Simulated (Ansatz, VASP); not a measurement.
One calculation of SnO2, two programs

```
Sn O
1.0
     4.82770    0.00000    0.00000
     0.00000    4.82770    0.00000
     0.00000    0.00000    3.23799
Sn O
2 4
Direct
  0.00000 0.00000 0.00000
  0.50000 0.50000 0.50000
  0.30661 0.30661 0.00000
  0.19339 0.80661 0.50000
  0.69339 0.69339 0.00000
  0.80661 0.19339 0.50000
```

Alike in both runs: functional PBE; k mesh 6 × 6 × 8; occupations gaussian, width 0.02 eV; no spin polarisation.

Ansatz relaxed the structure, and its values are those at the end. VASP's run is a single point on that final structure, the one shown.

```csv
,VASP,Ansatz
version,VASP 6.6.1,Ansatz 0.2.0
potentials or method,"VASP PAW PBE potentials, release 64 (Sn_d, O), cutoff 520 eV","scalar-relativistic, plane waves, PAW"
valence electrons in the cell,52,52
```

```csv
,VASP,Ansatz,Ansatz less VASP
gap on the k mesh at the Fermi level (eV),0.67,0.68,+0.012
least direct gap on the mesh (eV),0.67,0.68,+0.012
pressure (GPa),0.6,0.0,-0.61
rms of the force components (eV/Å),0.010,0.002,-0.0079
```
